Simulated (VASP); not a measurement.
A run of VASP 6.6.1 is set up as follows.

INCAR

```
PREC = Accurate
ENCUT = 520
EDIFF = 1E-7
ISMEAR = -1
SIGMA = 0.05
LREAL = False
LASPH = True
NELM = 100
ALGO = Normal
ISIF = 2
LWAVE = False
LCHARG = True
GGA = PE
LELF = True
LVHAR = True
NBANDS = 35
```

File KPOINTS:

```
regular mesh
0
Gamma
  3 3 1
```

POSCAR

```
Te2Mo
1.0
    3.5182000000      0.0000000000      0.0000000000
   -1.7591000000      3.0468505756      0.0000000000
    0.0000000000      0.0000000000     13.9736000000
Te Mo
4 2
Direct
    0.6666666667      0.3333333333      0.3790000000
    0.3333333333      0.6666666667      0.8790000000
    0.6666666667      0.3333333333      0.1210000000
    0.3333333333      0.6666666667      0.6210000000
    0.6666666667      0.3333333333      0.7500000000
    0.3333333333      0.6666666667      0.2500000000
```

Potentials or basis: VASP PAW PBE potentials, release 64 (Te, Mo_sv).

Launch:

```sh
$ cat potpaw_PBE.64/Te/POTCAR potpaw_PBE.64/Mo_sv/POTCAR > POTCAR
$ mpirun -np 1 vasp_std > vasp.out
```

What does it give for the largest force?

0.105 eV/Å.

Predict the pressure.

2.6 GPa.

Predict the band gap on the k mesh.

1.00 eV, direct.

Forces on the atoms (eV/Å):
```
Te   0.000  0.000 -0.105
Te   0.000  0.000 -0.105
Te   0.000  0.000  0.105
Te   0.000  0.000  0.105
Mo   0.000  0.000  0.000
Mo   0.000  0.000  0.000
```

Caveat: the k points lie up to 0.69 Å⁻¹ apart; spin-orbit coupling is left out, which moves the levels of the heavy elements; this functional lacks dispersion, which binds the layers, so the pressure and a relaxed spacing across them are unreliable. PBE gaps usually lie below the measured ones, often by a third to a half.
